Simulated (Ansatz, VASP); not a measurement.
Two plane-wave programs on Sc4BSb3

```
Sc B Sb
1.0
     3.82678    0.00000    0.00000
    -1.91339    3.31409    0.00000
     0.00000    0.00000   28.85721
Sc B Sb
8 2 6
Cartesian
  0.0000 0.0000 5.7181
  0.0000 2.2094 1.8811
  0.0000 0.0000 23.1391
  1.9134 1.1047 26.9761
  0.0000 0.0000 8.7105
  0.0000 2.2094 12.5475
  0.0000 0.0000 20.1467
  1.9134 1.1047 16.3097
  1.9134 1.1047 21.6429
  0.0000 2.2094 7.2143
  1.9134 1.1047 3.7517
  0.0000 2.2094 25.1055
  0.0000 0.0000 0.0000
  1.9134 1.1047 10.6769
  0.0000 2.2094 18.1803
  0.0000 0.0000 14.4286
```

Alike in both runs: functional PBE; k mesh 12 × 12 × 1; occupations gaussian, width 0.1 eV; no spin polarisation.

Ansatz relaxed the structure, and its values are those at the end. VASP's run is a single point on that final structure, the one shown.

|  | VASP | Ansatz |
| --- | --- | --- |
| version | VASP 6.6.1 | Ansatz 0.2.0 |
| potentials or method | VASP PAW PBE potentials, release 64 (Sc_sv, B, Sb), cutoff 520 eV | scalar-relativistic, plane waves, PAW |
| valence electrons in the cell | 124 | 184 |

|  | VASP | Ansatz | Ansatz less VASP |
| --- | --- | --- | --- |
| gap on the k mesh at the Fermi level (eV) | none | none | - |
| pressure (GPa) | 0.1 | 0.0 | -0.11 |
| rms of the force components (eV/Å) | 0.007 | 0.002 | -0.0046 |

A gap of «none» marks a metal or a gap that the smearing closes. VASP's potentials hold 124 valence electrons a cell and Ansatz's 184, so a difference there can come from the potentials and not from the codes.

Spin-orbit coupling is off throughout.
